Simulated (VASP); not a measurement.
# BeS in VASP: a series of runs

BeS is run at these levels: LDA; tasks: single point, relaxation of cell and atoms.

All numbers are computed with VASP 6.6.1; they aren't measurements. Logs are shortened: lines on timing, memory, paths and dates and some standing lists are left out, and cuts for length are marked.

### Step 1. The cell of the first run

The structure is tetragonal, space group I-4m2 (No. 119). Conventional cell: a = 3.459 Å, b = 3.459 Å, c = 4.739 Å, α = 90.00°, β = 90.00°, γ = 90.00°. Within 2.8 Å of Be (site symmetry -4m2) lie 4 S at 2.10 Å. Within 2.8 Å of S (site symmetry -4m2) lie 4 Be at 2.10 Å.

### Step 2. Single point, LDA (in-plane strain +0.02)

Input file INCAR:

```
PREC = Accurate
ENCUT = 520
EDIFF = 1E-7
ISMEAR = 0
SIGMA = 0.01
LREAL = F
LASPH = T
NELM = 100
ALGO = Normal
ISIF = 2
LWAVE = F
LCHARG = F
GGA = CA
NBANDS = 11
```

Input file KPOINTS:

```
Automatic mesh
0
Gamma
  8 8 8
```

Input file POSCAR:

```
BeS
1.0
    2.4461314200      2.4461314200      0.0000000000
   -2.4461314200      2.4461314200      0.0000000000
    0.0000000000      2.4461314200      2.3693900421
Be S
1 1
Direct
    0.0000000000      0.0000000000      0.0000000000
    0.7500000000      0.2500000000      0.5000000000
```

Potentials or basis: VASP PAW LDA potentials, release 64 (Be, S).

Started as:

```
cat potpaw_LDA.64/Be/POTCAR potpaw_LDA.64/S/POTCAR > POTCAR
mpirun -np 1 vasp_std > vasp.out
```

OUTCAR:

```text
PREC = Accurate
   ENCUT = 520
   EDIFF = 1E-7
   ISMEAR = 0
   LREAL = F
   LASPH = T
   NELM = 100
   ISIF = 2
   GGA = CA

 ion  position               nearest neighbor table
   1  0.000  0.000  0.000-   2 2.10   2 2.10   2 2.10   2 2.10
   2  0.750  0.250  0.500-   1 2.10   1 2.10   1 2.10   1 2.10

  LATTYP: Found a body centered tetragonal cell.
 ALAT       =     3.4593522295
 C/A-ratio  =     1.3698460781

  Lattice vectors:

 A1 = (   2.4461314200,   0.0000000000,  -2.3693900421)
 A2 = (  -2.4461314200,   0.0000000000,  -2.3693900421)
 A3 = (   0.0000000000,   2.4461314200,   2.3693900421)

Analysis of symmetry for initial positions (statically):
=====================================================================
 Subroutine PRICEL returns:
 Original cell was already a primitive cell.

 Routine SETGRP: Setting up the symmetry group for a
 body centered tetragonal supercell.

 Subroutine GETGRP returns: Found  8 space group operations
 (whereof  8 operations were pure point group operations)
 out of a pool of 16 trial point group operations.

The static configuration has the point symmetry D_2d.

Analysis of symmetry for dynamics (positions and initial velocities):
=====================================================================
 Subroutine PRICEL returns:
 Original cell was already a primitive cell.

 Routine SETGRP: Setting up the symmetry group for a
 body centered tetragonal supercell.

 Subroutine GETGRP returns: Found  8 space group operations
 (whereof  8 operations were pure point group operations)
 out of a pool of 16 trial point group operations.

The dynamic configuration has the point symmetry D_2d.

 Subroutine INISYM returns: Found  8 space group operations
 (whereof  8 operations are pure point group operations),
 and found     1 'primitive' translations

----------------------------------------------------------------------------------------

                                     Primitive cell

  volume of cell :      28.3548

  direct lattice vectors                    reciprocal lattice vectors
     2.446131420  2.446131420  0.000000000     0.204404390  0.204404390 -0.211024775
    -2.446131420  2.446131420  0.000000000    -0.204404390  0.204404390 -0.211024775
     0.000000000  2.446131420  2.369390042     0.000000000  0.000000000  0.422049550

  length of vectors
     3.459352230  3.459352230  3.405520239     0.357901892  0.357901892  0.422049550

  position of ions in fractional coordinates (direct lattice)
     0.000000000  0.000000000  0.000000000
     0.750000000  0.250000000  0.500000000

  ion indices of the primitive-cell ions
   primitive index   ion index
                 1           1
                 2           2
[... 78 lines left out ...]
   ISIF   =      2    stress and relaxation
   ISYM   =      2    0-nonsym 1-usesym 2-fastsym
   POTIM  = 0.5000    time-step for ionic-motion
   TEBEG  =    0.0;   TEEND  =   0.0 temperature during run
   PSTRESS=    0.0 pullay stress
   NELECT =       8.0000    total number of electrons
   NUPDOWN=      -1.0000    fix difference up-down
   EMIN   =  10.00;   EMAX   =-10.00  energy-range for DOS
   EFERMI =   0.00;   METHOD = LEGACY
   ISMEAR =     0;   SIGMA  =   0.01  broadening in eV -4-tet -1-fermi 0-gaus
   EFERMI_NEDOS =   21; number of points for ismear=-14 and -15
   IALGO  =     38    algorithm
   IMIX   =      4    mixing-type and parameters
     AMIX     =   0.40;   BMIX     =  1.00
     AMIX_MAG =   1.60;   BMIX_MAG =  1.00
  volume/ion in A,a.u.               =      14.18        95.67
  Fermi-wavevector in a.u.,A,eV,Ry     =   1.073733  2.029060 15.686178  1.152902
  Thomas-Fermi vector in A             =   2.209540
   LORBIT       =      0    0 simple, 1 ext, 2 COOP (PROOUT), +10 PAW based schemes
   GGA     = CA    functional components
   LHFCALC =     F    Hartree Fock is set to
   AEXX    =    0.0000 exact exchange contribution
   IVDW    =     0    specifies the selected vdW correction
   LEPSILON=     F    determine dielectric tensor
   LRPA    =     F    only Hartree local field effects (RPA)
 non-spin polarized calculation
 Gauss-broadening in eV      SIGMA  =   0.01
  energy-cutoff  :      520.00
  volume of cell :       28.35
 maximum number of plane-waves:       781
 NGX is ok and might be reduce to    28
   NGX = 13   NGY = 13   NGZ = 13

 number of electron       8.0000000 magnetization

 Free energy of the ion-electron system (eV)
  ---------------------------------------------------
  ext. energy  EPLUGINS =         0.00000000
  ---------------------------------------------------
  free energy    TOTEN  =       -11.13049906 eV

  energy without entropy =      -11.13049906  energy(sigma->0) =      -11.13049906

 E-fermi :   4.3232     XC(G=0): -10.0130

 val. band max:        4.1986440134   @ k =   0.0000   0.0000   0.0000
 cond. band min:       6.8226572151   @ k =   0.0000   0.0000   0.5000
 fundamental gap:      2.6240132017
 Fermi energy:         4.3232065597

 k-point     1 :       0.0000    0.0000    0.0000
  band No.  band energies     occupation
      1      -9.6035      2.00000
      2       4.0374      2.00000
      3       4.0374      2.00000
      4       4.1986      2.00000
      5       9.6095      0.00000
      6       9.6546      0.00000
      7       9.6546      0.00000
      8       9.8113      0.00000
      9      16.5627      0.00000
     10      17.2365      0.00000
     11      18.7443      0.00000
[... 309 lines left out ...]
 k-point    24 :       0.3750    0.0000    0.1250
  band No.  band energies     occupation
      1      -8.5951      2.00000
      2       0.1736      2.00000
      3       2.3965      2.00000
      4       3.3169      2.00000
      5      10.0126      0.00000
      6      10.7415      0.00000
      7      11.0563      0.00000
      8      13.2499      0.00000
      9      14.9047      0.00000
     10      17.7616      0.00000
     11      19.0336      0.00000

 [... further k-points ...]
[... 5 lines left out ...]
  --------------------------------------------------------------------------------------
  -------------------------------------------------------------------------------------
  Total       -0.6425347     -0.6425347     -0.1213495      0.0000000      0.0000000      0.0000000
  in kB      -36.3062195    -36.3062195     -6.8568172      0.0000000      0.0000000      0.0000000
  external PRESSURE =     -26.4897520 kB  Pullay stress =       0.0000000 kB

 VOLUME and BASIS-vectors are now :
 -----------------------------------------------------------------------------
  energy-cutoff  :      520.00
  volume of cell :       28.35
      direct lattice vectors                 reciprocal lattice vectors
     2.446131420  2.446131420  0.000000000     0.204404390  0.204404390 -0.211024775
    -2.446131420  2.446131420  0.000000000    -0.204404390  0.204404390 -0.211024775
     0.000000000  2.446131420  2.369390042     0.000000000  0.000000000  0.422049550

 POSITION                                       TOTAL-FORCE (eV/Angst)
 -----------------------------------------------------------------------------------
      0.00000      0.00000      0.00000         0.000000     -0.000000      0.000000
      1.22307      3.66920      1.18470        -0.000000      0.000000      0.000000
 -----------------------------------------------------------------------------------
    total drift:                               -0.000000      0.000000      0.000000

  FREE ENERGIE OF THE ION-ELECTRON SYSTEM (eV)
  ---------------------------------------------------
  free  energy   TOTEN  =       -11.1304990617 eV

  energy  without entropy=      -11.1304990617  energy(sigma->0) =      -11.13049906
```

stdout:

```text
POSCAR found type information on POSCAR BeS
 POSCAR found :  2 types and       2 ions
 scaLAPACK will be used
 LDA part: xc-table for (Slater(with rela. corr.)+CA(PZ))
 , standard interpolation
 POSCAR, INCAR and KPOINTS ok, starting setup
 FFT: planning ... GRIDC
 FFT: planning ... GRID_SOFT
 FFT: planning ... GRID
 WAVECAR not read
 entering main loop
```

Run time: 22 s. Hardware: 1 thread of AMD EPYC 7R43 (Zen 3), shared host; peak memory 0.1 GiB.

Results:

* Free energy: -11.1305 eV
* Pressure: -2.6 GPa
* Band gap on the k mesh: 2.62 eV, indirect (least direct gap 5.41 eV)

Caveat: the cell differs from its parent crystal (in-plane strain +0.02). A k mesh can miss the band edges.

### Step 3. Single point, LDA (film at in-plane strain +0.02)

Input file INCAR:

```
SYSTEM = BeS
PREC = Accurate
ENCUT = 520
EDIFF = 1E-7
ISMEAR = 0
SIGMA = 0.01
LREAL = .FALSE.
LASPH = .TRUE.
NELM = 60
ALGO = Normal
ISIF = 2
LWAVE = .FALSE.
LCHARG = .FALSE.
NBANDS = 11
```

Input file KPOINTS:

```
Automatic mesh
0
G
  8 8 8
  0 0 0
```

Changes to POSCAR since step 2:

```diff
@@ -4,3 +4,3 @@
    -2.4461314200      2.4461314200      0.0000000000
-    0.0000000000      2.4461314200      2.3693900421
+    0.0000000000      2.4461314200      2.3581345018
 Be S
```

Potentials or basis: VASP PAW LDA potentials, release 64 (Be, S).

Started as:

```
cat potpaw_LDA.64/Be/POTCAR potpaw_LDA.64/S/POTCAR > POTCAR
mpirun -np 1 vasp_std > vasp.out
```

OUTCAR:

```text
SYSTEM = BeS
   PREC = Accurate
   ENCUT = 520
   EDIFF = 1E-7
   ISMEAR = 0
   LREAL = .FALSE.
   LASPH = .TRUE.
   NELM = 60
   ISIF = 2

 ion  position               nearest neighbor table
   1  0.000  0.000  0.000-   2 2.09   2 2.09   2 2.09   2 2.09
   2  0.750  0.250  0.500-   1 2.09   1 2.09   1 2.09   1 2.09

  LATTYP: Found a body centered tetragonal cell.
 ALAT       =     3.4593522295
 C/A-ratio  =     1.3633387671

  Lattice vectors:

 A1 = (   2.4461314200,   0.0000000000,  -2.3581345018)
 A2 = (  -2.4461314200,   0.0000000000,  -2.3581345018)
 A3 = (   0.0000000000,   2.4461314200,   2.3581345018)

Analysis of symmetry for initial positions (statically):
=====================================================================
 Subroutine PRICEL returns:
 Original cell was already a primitive cell.

 Routine SETGRP: Setting up the symmetry group for a
 body centered tetragonal supercell.

 Subroutine GETGRP returns: Found  8 space group operations
 (whereof  8 operations were pure point group operations)
 out of a pool of 16 trial point group operations.

The static configuration has the point symmetry D_2d.

Analysis of symmetry for dynamics (positions and initial velocities):
=====================================================================
 Subroutine PRICEL returns:
 Original cell was already a primitive cell.

 Routine SETGRP: Setting up the symmetry group for a
 body centered tetragonal supercell.

 Subroutine GETGRP returns: Found  8 space group operations
 (whereof  8 operations were pure point group operations)
 out of a pool of 16 trial point group operations.

The dynamic configuration has the point symmetry D_2d.

 Subroutine INISYM returns: Found  8 space group operations
 (whereof  8 operations are pure point group operations),
 and found     1 'primitive' translations

----------------------------------------------------------------------------------------

                                     Primitive cell
[... 114 lines left out ...]
  Thomas-Fermi vector in A             =   2.211295
   LORBIT       =      0    0 simple, 1 ext, 2 COOP (PROOUT), +10 PAW based schemes
   GGA     = CA    functional components
   LHFCALC =     F    Hartree Fock is set to
   AEXX    =    0.0000 exact exchange contribution
   IVDW    =     0    specifies the selected vdW correction
   LEPSILON=     F    determine dielectric tensor
   LRPA    =     F    only Hartree local field effects (RPA)
 non-spin polarized calculation
 Gauss-broadening in eV      SIGMA  =   0.01
  energy-cutoff  :      520.00
  volume of cell :       28.22
 maximum number of plane-waves:       781
 NGX is ok and might be reduce to    28
   NGX = 13   NGY = 13   NGZ = 13

 number of electron       8.0000000 magnetization

 Free energy of the ion-electron system (eV)
  ---------------------------------------------------
  ext. energy  EPLUGINS =         0.00000000
  ---------------------------------------------------
  free energy    TOTEN  =       -11.13073496 eV

  energy without entropy =      -11.13073496  energy(sigma->0) =      -11.13073496

 E-fermi :   4.3830     XC(G=0): -10.0322

 val. band max:        4.2642296978   @ k =   0.0000   0.0000   0.0000
 cond. band min:       6.8385830086   @ k =   0.0000   0.0000   0.5000
 fundamental gap:      2.5743533108
 Fermi energy:         4.3829708302

 k-point     1 :       0.0000    0.0000    0.0000
  band No.  band energies     occupation
      1      -9.5855      2.00000
      2       4.0798      2.00000
      3       4.0798      2.00000
      4       4.2642      2.00000
      5       9.6556      0.00000
      6       9.7074      0.00000
      7       9.7074      0.00000
      8       9.9005      0.00000
      9      16.5691      0.00000
     10      17.3388      0.00000
     11      18.8338      0.00000
[... 309 lines left out ...]
 k-point    24 :       0.3750    0.0000    0.1250
  band No.  band energies     occupation
      1      -8.5720      2.00000
      2       0.2140      2.00000
      3       2.4518      2.00000
      4       3.3430      2.00000
      5      10.0560      0.00000
      6      10.7907      0.00000
      7      11.1334      0.00000
      8      13.3376      0.00000
      9      14.9487      0.00000
     10      17.8195      0.00000
     11      19.1040      0.00000

 [... further k-points ...]
[... 5 lines left out ...]
  --------------------------------------------------------------------------------------
  -------------------------------------------------------------------------------------
  Total       -0.5871091     -0.5871091      0.0055044      0.0000000     -0.0000000      0.0000000
  in kB      -33.3327595    -33.3327595      0.3125105      0.0000000     -0.0000000      0.0000000
  external PRESSURE =     -22.1176695 kB  Pullay stress =       0.0000000 kB

 VOLUME and BASIS-vectors are now :
 -----------------------------------------------------------------------------
  energy-cutoff  :      520.00
  volume of cell :       28.22
      direct lattice vectors                 reciprocal lattice vectors
     2.446131420  2.446131420  0.000000000     0.204404390  0.204404390 -0.212032011
    -2.446131420  2.446131420  0.000000000    -0.204404390  0.204404390 -0.212032011
     0.000000000  2.446131420  2.358134502     0.000000000  0.000000000  0.424064021

 POSITION                                       TOTAL-FORCE (eV/Angst)
 -----------------------------------------------------------------------------------
      0.00000      0.00000      0.00000         0.000000      0.000000      0.000000
      1.22307      3.66920      1.17907        -0.000000     -0.000000      0.000000
 -----------------------------------------------------------------------------------
    total drift:                               -0.000000      0.000000     -0.000000

  FREE ENERGIE OF THE ION-ELECTRON SYSTEM (eV)
  ---------------------------------------------------
  free  energy   TOTEN  =       -11.1307349602 eV

  energy  without entropy=      -11.1307349602  energy(sigma->0) =      -11.13073496
```

stdout:

```text
POSCAR found type information on POSCAR BeS
 POSCAR found :  2 types and       2 ions
 scaLAPACK will be used
 LDA part: xc-table for (Slater(with rela. corr.)+CA(PZ))
 , standard interpolation
 POSCAR, INCAR and KPOINTS ok, starting setup
 FFT: planning ... GRIDC
 FFT: planning ... GRID_SOFT
 FFT: planning ... GRID
 WAVECAR not read
 entering main loop
```

It took 21 s on 1 thread of AMD EPYC 7R43 (Zen 3), shared host; peak memory 0.11 GiB.

What came out:

| Property | Result |
| --- | --- |
| Free energy | -11.1307 eV |
| Pressure | -2.2 GPa |
| Band gap on the k mesh | 2.57 eV, indirect (least direct gap 5.39 eV) |

Stress tensor (GPa, compression positive):
```
-3.33  0.00  0.00
 0.00 -3.33  0.00
 0.00  0.00  0.03
```

Caveat: the cell differs from its parent crystal (film at in-plane strain +0.02). A k mesh can miss the band edges.

### Step 4. Single point, LDA

This run uses another cell than the first one, of 13.79 Å³/atom, 0.973 times its volume.

Input file INCAR:

```
  PREC = Accurate
  ENCUT = 520
  EDIFF = 1E-6
  ISMEAR = -1
  SIGMA = 0.1
  LREAL = False
  LASPH = True
  NELM = 80
  ALGO = Normal
  ISIF = 2
  LWAVE = False
  LCHARG = False
  GGA = CA
  NBANDS = 11
```

Input file KPOINTS:

```
regular mesh
0
Gamma
  12 12 12
```

Input file POSCAR:

```
BeS
1.0
    2.3981680588      2.3981680588      0.0000000000
   -2.3981680588      2.3981680588      0.0000000000
    0.0000000000      2.3981680588      2.3981680588
Be S
1 1
Direct
    0.0000000000      0.0000000000      0.0000000000
    0.7500000000      0.2500000000      0.5000000000
```

Started as:

```
cat potpaw_LDA.64/Be/POTCAR potpaw_LDA.64/S/POTCAR > POTCAR
mpirun -np 1 vasp_std > vasp.out
```

It took 27 s on 1 thread of AMD EPYC 7R43 (Zen 3), shared host; peak memory 0.11 GiB.

It converged, with:

```yaml
Free_energy: -11.1426 eV
Pressure: 0.0 GPa
Band_gap_on_the_k_mesh: 2.83 eV, indirect (least direct gap 5.53 eV)
```

Levels at points of the mesh, in eV from the valence-band top:
```csv
k point,band 1,band 2,band 3,band 4,band 5,band 6,band 7,band 8
"(0.00, 0.00, 0.00)",-13.88,0.00,0.00,0.00,5.53,5.53,5.53,5.96
"(0.50, 0.00, 0.00)",-12.16,-6.06,-1.09,-1.09,5.48,6.43,6.43,11.07
"(0.50, 0.50, 0.00)",-11.58,-5.21,-2.79,-2.79,2.83,4.77,12.88,12.88
```

A k mesh can miss the band edges.

### Step 5. Relaxation of cell and atoms, LDA

This run uses another cell than the first one, of 14.26 Å³/atom, 1.006 times its volume.

Input file INCAR:

```
PREC = Accurate
ENCUT = 600
EDIFF = 1E-7
ISMEAR = -1
SIGMA = 0.1
LREAL = False
LASPH = True
NELM = 60
ALGO = Normal
ISIF = 3
LWAVE = False
LCHARG = False
IBRION = 2
NSW = 100
EDIFFG = -0.002
```

Input file KPOINTS:

```
Automatic mesh
0
Gamma
  12 12 12
```

Input file POSCAR:

```
BeS
1.0
    2.4250000000      2.4250000000      0.0000000000
   -2.4250000000      2.4250000000      0.0000000000
    0.0000000000      2.4250000000      2.4250000000
Be S
1 1
Direct
    0.0000000000      0.0000000000      0.0000000000
    0.7500000000      0.2500000000      0.5000000000
```

Started as:

```
cat potpaw_LDA.64/Be/POTCAR potpaw_LDA.64/S/POTCAR > POTCAR
mpirun -np 1 vasp_std > vasp.out
```

Wall time 45 s (1 thread of AMD EPYC 7R43 (Zen 3), shared host); peak memory 0.11 GiB.

The run converged. Its results:

```
Free energy                            : -11.1429 eV
Relaxed volume                         : 13.80 Å³/atom
Relaxed cell                           : a = 3.392 Å, b = 3.392 Å, c = 3.392 Å, α = 60.00°, β = 60.00°, γ = 90.00°
Space group after relaxing (to 0.05 Å) : F-43m (No. 216)
Energy gained by relaxing              : 4.6 meV/atom
Ionic steps                            : 3
Pressure after relaxing                : 0.0 GPa
Band gap on the k mesh                 : 2.83 eV, indirect (least direct gap 5.53 eV)
```

The path:
```
step  energy change (eV)  largest force (eV/Å)  pressure (GPa)  volume (Å³)
   1              0.0000                0.0000           -3.14        28.52
   2             -0.0087                0.0000            0.83        27.38
   3             -0.0093                0.0000            0.00        27.60
```

Final structure:
```
Be S
1.0
     2.39862    2.39862    0.00000
    -2.39862    2.39862    0.00000
     0.00000    2.39862    2.39862
Be S
1 1
Direct
  0.00000 0.00000 0.00000
  0.75000 0.25000 0.50000
```

Levels at points of the mesh, in eV from the valence-band top:
```csv
k point,band 1,band 2,band 3,band 4,band 5,band 6,band 7,band 8
"(0.00, 0.00, 0.00)",-13.88,0.00,0.00,0.00,5.53,5.53,5.53,5.96
"(0.50, 0.00, 0.00)",-12.16,-6.06,-1.09,-1.09,5.48,6.43,6.43,11.07
"(0.50, 0.50, 0.00)",-11.58,-5.21,-2.79,-2.79,2.83,4.77,12.88,12.88
```

### Step 6. Summary

```csv
task,cell,k mesh,cutoff (eV),smearing,gap on the mesh (eV),pressure (GPa)
single point,"a = 3.459, b = 3.459, c = 3.406 Å, angles 59.5, 59.5, 90.0°, 2 atoms",8 × 8 × 8,520,gaussian 0.01 eV,2.62,-2.6
single point,"a = 3.459, b = 3.459, c = 3.398 Å, angles 59.4, 59.4, 90.0°, 2 atoms",8 × 8 × 8,520,gaussian 0.01 eV,2.57,-2.2
single point,"a = 3.392 Å, angles 60.0, 60.0, 90.0°, 2 atoms",12 × 12 × 12,520,fermi-dirac 0.1 eV,2.83,0.0
relaxation of cell and atoms,"relaxed from a = 3.429 Å, angles 60.0, 60.0, 90.0°, 2 atoms",12 × 12 × 12,600,fermi-dirac 0.1 eV,2.83,0.0
```

Alike in all rows: level LDA; potentials or basis VASP PAW LDA potentials, release 64 (Be, S); no spin polarisation.

Total energies depend on the potentials used, so only differences within one code and one set of settings carry meaning.
